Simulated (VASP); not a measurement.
# WC (P-6m2) in VASP: further runs

The runs below take WC through electric field gradients, with PBEsol.

Everything below comes from runs of VASP 6.6.1. Logs are shortened: lines on timing, memory, paths and dates and some standing lists are left out, and cuts for length are marked.

### Step 1. The cell of the first run

The structure is hexagonal, space group P-6m2 (No. 187). The conventional cell has a = 2.939 Å, b = 2.939 Å, c = 2.866 Å, α = 90.00°, β = 90.00°, γ = 120.00°. W (site symmetry -6m2) has 6 C at 2.22 Å and 2 W at 2.87 Å within 2.9 Å. Within 2.9 Å of C (site symmetry -6m2) lie 6 W at 2.22 Å and 2 C at 2.87 Å.

### Step 2. Electric field gradients, PBEsol (volume scaled by 1.04)

Contents of INCAR:

```
SYSTEM = WC
PREC = Accurate
ENCUT = 520
EDIFF = 1E-8
ISMEAR = -1
SIGMA = 0.05
LREAL = .False.
LASPH = .True.
NELM = 100
ALGO = Normal
ISIF = 2
LWAVE = .False.
LCHARG = .False.
GGA = PS
LEFG = .True.
NBANDS = 16
```

Contents of KPOINTS:

```
Automatic mesh
0
Gamma
  14 14 13
  0 0 0
```

Contents of POSCAR:

```
WC
1.0
    2.9386703057      0.0000000000      0.0000000000
   -1.4693351528      2.5449631381      0.0000000000
    0.0000000000      0.0000000000      2.8662279534
W C
1 1
Direct
    0.0000000000      0.0000000000      0.0000000000
    0.6666666667      0.3333333333      0.5000000000
```

Potentials or basis: VASP PAW PBE potentials, release 64 (W_sv, C).

On the command line:

```
cat potpaw_PBE.64/W_sv/POTCAR potpaw_PBE.64/C/POTCAR > POTCAR
mpirun -np 1 vasp_std > vasp.out
```

OUTCAR:

```text
SYSTEM = WC
   PREC = Accurate
   ENCUT = 520
   EDIFF = 1E-8
   ISMEAR = -1
   LREAL = .False.
   LASPH = .True.
   NELM = 100
   ISIF = 2
   GGA = PS

 ion  position               nearest neighbor table
   1  0.000  0.000  0.000-   2 2.22   2 2.22   2 2.22   2 2.22   2 2.22   2 2.22
   2  0.667  0.333  0.500-   1 2.22   1 2.22   1 2.22   1 2.22   1 2.22   1 2.22

  LATTYP: Found a hexagonal cell.
 ALAT       =     2.9386703057
 C/A-ratio  =     0.9753485949

  Lattice vectors:

 A1 = (   2.9386703057,   0.0000000000,   0.0000000000)
 A2 = (  -1.4693351528,   2.5449631381,   0.0000000000)
 A3 = (   0.0000000000,   0.0000000000,   2.8662279534)

Analysis of symmetry for initial positions (statically):
=====================================================================
 Subroutine PRICEL returns:
 Original cell was already a primitive cell.

 Routine SETGRP: Setting up the symmetry group for a
 hexagonal supercell.

 Subroutine GETGRP returns: Found 12 space group operations
 (whereof 12 operations were pure point group operations)
 out of a pool of 24 trial point group operations.

The static configuration has the point symmetry D_3h.

Analysis of symmetry for dynamics (positions and initial velocities):
=====================================================================
 Subroutine PRICEL returns:
 Original cell was already a primitive cell.

 Routine SETGRP: Setting up the symmetry group for a
 hexagonal supercell.

 Subroutine GETGRP returns: Found 12 space group operations
 (whereof 12 operations were pure point group operations)
 out of a pool of 24 trial point group operations.

The dynamic configuration has the point symmetry D_3h.

 Subroutine INISYM returns: Found 12 space group operations
 (whereof 12 operations are pure point group operations),
 and found     1 'primitive' translations

----------------------------------------------------------------------------------------

                                     Primitive cell

  volume of cell :      21.4360

  direct lattice vectors                    reciprocal lattice vectors
     2.938670306  0.000000000  0.000000000     0.340289960  0.196466500  0.000000000
    -1.469335153  2.544963138  0.000000000     0.000000000  0.392933000  0.000000000
     0.000000000  0.000000000  2.866227953     0.000000000  0.000000000  0.348890603

  length of vectors
     2.938670306  2.938670306  2.866227953     0.392933000  0.392933000  0.348890603

  position of ions in fractional coordinates (direct lattice)
     0.000000000  0.000000000  0.000000000
     0.666666667  0.333333333  0.500000000

  ion indices of the primitive-cell ions
   primitive index   ion index
                 1           1
                 2           2

----------------------------------------------------------------------------------------

 KPOINTS: Automatic mesh

Automatic generation of k-mesh.
 Grid dimensions read from file:
 generate k-points for:   14   14   13

 Generating k-lattice:

  Cartesian coordinates                     Fractional coordinates (reciprocal lattice)
     0.024306426  0.014033321  0.000000000     0.071428571 -0.000000000  0.000000000
     0.000000000  0.028066643  0.000000000     0.000000000  0.071428571  0.000000000
     0.000000000  0.000000000  0.026837739     0.000000000  0.000000000  0.076923077

  Length of vectors
     0.028066643  0.028066643  0.026837739

  Shift w.r.t. Gamma in fractional coordinates (k-lattice)
     0.000000000  0.000000000  0.000000000

 Subroutine IBZKPT returns following result:
 ===========================================

 Found    168 irreducible k-points:

 Following reciprocal coordinates:
            Coordinates               Weight
  0.000000  0.000000  0.000000      1.000000
  0.071429  0.000000  0.000000      6.000000
  0.142857  0.000000  0.000000      6.000000
  0.214286  0.000000  0.000000      6.000000
  0.285714  0.000000  0.000000      6.000000
  0.357143  0.000000  0.000000      6.000000
[... 16 lines left out ...]
  0.285714  0.285714  0.000000      6.000000
  0.357143  0.285714  0.000000      6.000000
 [... further k-points ...]
   k-points           NKPTS =    168   k-points in BZ     NKDIM =    168   number of bands    NBANDS=     16
   number of dos      NEDOS =    301   number of ions     NIONS =      2
   total plane-waves  NPLWV =  13824
   dimension x,y,z NGX =    24 NGY =   24 NGZ =   24
   dimension x,y,z NGXF=    48 NGYF=   48 NGZF=   48
   ions per type =               1   1
   NGX,Y,Z   is equivalent  to a cutoff of  13.58, 13.58, 13.92 a.u.
   NGXF,Y,Z  is equivalent  to a cutoff of  27.15, 27.15, 27.84 a.u.
 SYSTEM =  WC
   PREC   = accura    normal or accurate (medium, high low for compatibility)
   ISTART =      0    job   : 0-new  1-cont  2-samecut
   ICHARG =      2    charge: 1-file 2-atom 10-const
   ISPIN  =      1    spin polarized calculation?
   LNONCOLLINEAR =      F non collinear calculations
   LSORBIT =      F    spin-orbit coupling
   LASPH  =      T    aspherical Exc in radial PAW
   ENCUT  =  520.0 eV  38.22 Ry    6.18 a.u.   5.46  5.46  5.33*2*pi/ulx,y,z
   NELM   =    100;   NELMIN=  2; NELMDL= -5     # of ELM steps
   EDIFF  = 0.1E-07   stopping-criterion for ELM
   LREAL  =      F    real-space projection
   EDIFFG = 0.1E-06   stopping-criterion for IOM
   NSW    =      0    number of steps for IOM
   IBRION =     -1    ionic relax: 0-MD 1-quasi-New 2-CG
   NFREE  =      0    steps in history (QN), initial steepest desc. (CG)
   ISIF   =      2    stress and relaxation
   ISYM   =      2    0-nonsym 1-usesym 2-fastsym
   POTIM  = 0.5000    time-step for ionic-motion
   TEBEG  =    0.0;   TEEND  =   0.0 temperature during run
   PSTRESS=    0.0 pullay stress
   NELECT =      18.0000    total number of electrons
   NUPDOWN=      -1.0000    fix difference up-down
   EMIN   =  10.00;   EMAX   =-10.00  energy-range for DOS
   EFERMI =   0.00;   METHOD = LEGACY
   ISMEAR =    -1;   SIGMA  =   0.05  broadening in eV -4-tet -1-fermi 0-gaus
   EFERMI_NEDOS =   21; number of points for ismear=-14 and -15
   IALGO  =     38    algorithm
   IMIX   =      4    mixing-type and parameters
     AMIX     =   0.40;   BMIX     =  1.00
     AMIX_MAG =   1.60;   BMIX_MAG =  1.00
  volume/ion in A,a.u.               =      10.72        72.33
  Fermi-wavevector in a.u.,A,eV,Ry     =   1.544488  2.918660 32.455940  2.385444
  Thomas-Fermi vector in A             =   2.650002
   LORBIT       =      0    0 simple, 1 ext, 2 COOP (PROOUT), +10 PAW based schemes
   GGA     = PS    functional components
   LHFCALC =     F    Hartree Fock is set to
   AEXX    =    0.0000 exact exchange contribution
   IVDW    =     0    specifies the selected vdW correction
   LEPSILON=     F    determine dielectric tensor
   LRPA    =     F    only Hartree local field effects (RPA)
 non-spin polarized calculation
  energy-cutoff  :      520.00
  volume of cell :       21.44
 maximum number of plane-waves:       599
 NGX is ok and might be reduce to    24
   NGX = 11   NGY = 11   NGZ = 11

 number of electron      18.0000000 magnetization

 Free energy of the ion-electron system (eV)
  ---------------------------------------------------
  ext. energy  EPLUGINS =         0.00000000
  ---------------------------------------------------
  free energy    TOTEN  =       -23.86487903 eV

  energy without entropy =      -23.86248311  energy(sigma->0) =      -23.86368107

 E-fermi :  10.4584     XC(G=0): -13.7496

 val. band max:       10.4398688847   @ k =   0.0714   0.0714   0.3846
 cond. band min:      10.4834941133   @ k =   0.5000  -0.0000   0.3846
 fundamental gap:      0.0436252286
 Fermi energy:        10.4584391116

 k-point     1 :       0.0000    0.0000    0.0000
  band No.  band energies     occupation
      1     -63.5329      2.00000
      2     -27.5178      2.00000
      3     -27.4257      2.00000
      4     -27.4257      2.00000
      5      -3.7054      2.00000
      6       6.3265      2.00000
[... 8 lines left out ...]
     15      24.4627      0.00000
     16      26.8753      0.00000

 k-point     2 :       0.0714    0.0000    0.0000
  band No.  band energies     occupation
      1     -63.5304      2.00000
      2     -27.5129      2.00000
      3     -27.4636      2.00000
      4     -27.4343      2.00000
      5      -3.5760      2.00000
      6       6.3658      2.00000
[... 8 lines left out ...]
     15      24.2064      0.00000
     16      27.1488      0.00000

 k-point     3 :       0.1429    0.0000    0.0000
  band No.  band energies     occupation
      1     -63.5234      2.00000
      2     -27.5686      2.00000
      3     -27.4994      2.00000
      4     -27.4584      2.00000
      5      -3.2037      2.00000
      6       6.1502      2.00000
[... 8 lines left out ...]
     15      23.8951      0.00000
     16      27.9175      0.00000

 k-point     4 :       0.2143    0.0000    0.0000
  band No.  band energies     occupation
      1     -63.5134      2.00000
      2     -27.7174      2.00000
      3     -27.4930      2.00000
      4     -27.4797      2.00000
      5      -2.6345      2.00000
      6       5.4871      2.00000
[... 8 lines left out ...]
     15      23.9671      0.00000
     16      28.5013      0.00000

 k-point     5 :       0.2857    0.0000    0.0000
  band No.  band energies     occupation
      1     -63.5022      2.00000
      2     -27.8789      2.00000
      3     -27.5311      2.00000
      4     -27.4578      2.00000
      5      -1.9424      2.00000
      6       4.7814      2.00000
[... 8 lines left out ...]
     15      24.6103      0.00000
     16      27.6496      0.00000

 k-point     6 :       0.3571    0.0000    0.0000
  band No.  band energies     occupation
      1     -63.4922      2.00000
      2     -28.0212      2.00000
      3     -27.5651      2.00000
      4     -27.4379      2.00000
      5      -1.2332      2.00000
      6       4.1768      2.00000
[... 8 lines left out ...]
     15      24.8173      0.00000
     16      26.7437      0.00000
[... 267 lines left out ...]
 k-point    21 :       0.2857    0.2143    0.0000
  band No.  band energies     occupation
      1     -63.4827      2.00000
      2     -28.0285      2.00000
      3     -27.7295      2.00000
      4     -27.4193      2.00000
      5      -0.3893      2.00000
      6       4.0207      2.00000
[... 8 lines left out ...]
     15      25.3199      0.00000
     16      26.8841      0.00000

 k-point    22 :       0.3571    0.2143    0.0000
  band No.  band energies     occupation
      1     -63.4789      2.00000
      2     -28.0537      2.00000
      3     -27.7711      2.00000
      4     -27.4118      2.00000
      5      -0.0046      2.00000
      6       3.8931      2.00000
[... 8 lines left out ...]
     15      24.7060      0.00000
     16      27.1791      0.00000

 k-point    23 :       0.2857    0.2857    0.0000
  band No.  band energies     occupation
      1     -63.4784      2.00000
      2     -28.0140      2.00000
      3     -27.8221      2.00000
      4     -27.4107      2.00000
      5       0.0603      2.00000
      6       3.9978      2.00000
[... 8 lines left out ...]
     15      25.3796      0.00000
     16      26.7860      0.00000

 k-point    24 :       0.3571    0.2857    0.0000
  band No.  band energies     occupation
      1     -63.4768      2.00000
      2     -27.9918      2.00000
      3     -27.8722      2.00000
      4     -27.4076      2.00000
      5       0.2340      2.00000
      6       4.0247      2.00000
[... 8 lines left out ...]
     15      25.1175      0.00000
     16      26.2420      0.00000

 [... further k-points ...]
[... 5 lines left out ...]
  --------------------------------------------------------------------------------------
  -------------------------------------------------------------------------------------
  Total       -1.8364244     -1.8364244     -2.0806801     -0.0000000      0.0000000      0.0000000
  in kB     -137.2589113   -137.2589113   -155.5151848     -0.0000000      0.0000000      0.0000000
  external PRESSURE =    -143.3443358 kB  Pullay stress =       0.0000000 kB

 VOLUME and BASIS-vectors are now :
 -----------------------------------------------------------------------------
  energy-cutoff  :      520.00
  volume of cell :       21.44
      direct lattice vectors                 reciprocal lattice vectors
     2.938670306  0.000000000  0.000000000     0.340289960  0.196466500  0.000000000
    -1.469335153  2.544963138  0.000000000     0.000000000  0.392933000  0.000000000
     0.000000000  0.000000000  2.866227953     0.000000000  0.000000000  0.348890603

 POSITION                                       TOTAL-FORCE (eV/Angst)
 -----------------------------------------------------------------------------------
      0.00000      0.00000      0.00000         0.000000     -0.000000      0.000000
      1.46934      0.84832      1.43311        -0.000000      0.000000      0.000000
 -----------------------------------------------------------------------------------
    total drift:                               -0.000000      0.000000      0.000000

  FREE ENERGIE OF THE ION-ELECTRON SYSTEM (eV)
  ---------------------------------------------------
  free  energy   TOTEN  =       -23.8648790251 eV

  energy  without entropy=      -23.8624831081  energy(sigma->0) =      -23.86368107

 Electric field gradients (V/A^2)
---------------------------------------------------------------------
 ion       V_xx      V_yy      V_zz      V_xy      V_xz      V_yz
---------------------------------------------------------------------
   1      64.018    64.018  -128.036     0.000    -0.000     0.000
   2       0.180     0.181    -0.361     0.000     0.000    -0.000
---------------------------------------------------------------------

 Electric field gradients after diagonalization (V/A^2)
 (convention: |V_zz| > |V_xx| > |V_yy|)
----------------------------------------------------------------------
 ion       V_xx      V_yy      V_zz     asymmetry (V_yy - V_xx)/ V_zz
----------------------------------------------------------------------
   1      64.018    64.017  -128.036       0.000
   2       0.181     0.180    -0.361       0.002
----------------------------------------------------------------------

           NMR quadrupolar parameters

 Cq : quadrupolar parameter    Cq=e*Q*V_zz/h
 eta: asymmetry parameters     (V_yy - V_xx)/ V_zz
 Q  : nuclear electric quadrupole moment in mb (millibarn)
----------------------------------------------------------------------
 ion       Cq(MHz)       eta       Q (mb)
----------------------------------------------------------------------
   1      -0.310       0.000       1.000
   2      -0.001       0.002       1.000
----------------------------------------------------------------------
```

It took 52 s on 1 thread of Intel Xeon Platinum 8259CL at 2.50GHz (Skylake/Cascade Lake), shared host; peak memory 0.19 GiB.

Results:

* Free energy: -23.8649 eV
* Pressure: -14.3 GPa
* Band gap on the k mesh: zero (band 9 reaches 11.21 eV, above the bottom of band 10 at 9.93 eV)

Electric field gradients, principal values (V/Å²):
| atom | least | middle | greatest (by size) |
| --- | --- | --- | --- |
| 1 W | 64.017 | 64.018 | -128.036 |
| 2 C | 0.180 | 0.181 | -0.361 |

Caveat: without QUAD_EFG the Cq values of the log hold for a quadrupole moment of 1 mb, not for the nuclei; the PAW data sets were made with another functional, which shifts forces and pressure a little; spin-orbit coupling is left out, which moves the levels of the heavy elements.

(Continued in part 2 of 3.)
